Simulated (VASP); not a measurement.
A run of VASP 6.6.1:

File POSCAR:

```
MgI2
1.0
    4.3929270632      0.0000000000      0.0000000000
   -2.1964635316      3.6002521375      0.0000000000
    0.0000000000      0.0000000000      6.8733251562
Mg I
1 2
Direct
    0.0000000000      0.0000000000      0.0000000000
    0.3327795647      0.6655591294      0.2378096679
    0.6672204353      0.3344408706      0.7621903321
```

The input INCAR.step1:

```
PREC     = Accurate       # precision mode
ENCUT    = 520            # plane-wave cutoff, eV
ISMEAR   = 0              # smearing method
SIGMA    = 0.01           # smearing width, eV
LREAL    = False          # projectors in reciprocal space
LASPH    = True           # aspherical terms in the spheres
NELM     = 100            # most SCF steps
NBANDS   = 15             # bands
GGA      = PE             # functional
ALGO     = Normal         # electronic algorithm
EDIFF    = 1E-4           # SCF threshold, eV
LWAVE    = True           # write WAVECAR
LCHARG   = False          # write CHGCAR
```

The input INCAR.step2:

```
PREC     = Accurate       # precision mode
ENCUT    = 520            # plane-wave cutoff, eV
EDIFF    = 1E-6           # SCF threshold, eV
ISMEAR   = 0              # smearing method
SIGMA    = 0.01           # smearing width, eV
LREAL    = False          # projectors in reciprocal space
LASPH    = True           # aspherical terms in the spheres
NELM     = 100            # most SCF steps
ALGO     = Normal         # electronic algorithm
ISIF     = 2              # what is computed and relaxed
LWAVE    = False          # write WAVECAR
LCHARG   = False          # write CHGCAR
METAGGA  = R2SCAN         # meta-GGA
LMIXTAU  = True         
NBANDS   = 15             # bands
ISTART   = 1
```

KPOINTS

```
regular mesh
0
Gamma
  12 12 4
```

Potentials or basis: VASP PAW PBE potentials, release 64 (Mg, I).

Launch:

```bash
$ cat potpaw_PBE.64/Mg/POTCAR potpaw_PBE.64/I/POTCAR > POTCAR
$ cp INCAR.step1 INCAR
$ mpirun -np 1 vasp_std > vasp.out
$ cp INCAR.step2 INCAR
$ mpirun -np 1 vasp_std > vasp.out
```

Hardware: 1 thread of Intel(R) Xeon(R) 6975P-C (Granite Rapids), on a shared host.

Problem. Estimate the wall time of this run.

Solution. It took 7.4 min on 1 thread of Intel(R) Xeon(R) 6975P-C (Granite Rapids), with other jobs on the host, peak memory 0.46 GiB. Counts: k points 164.
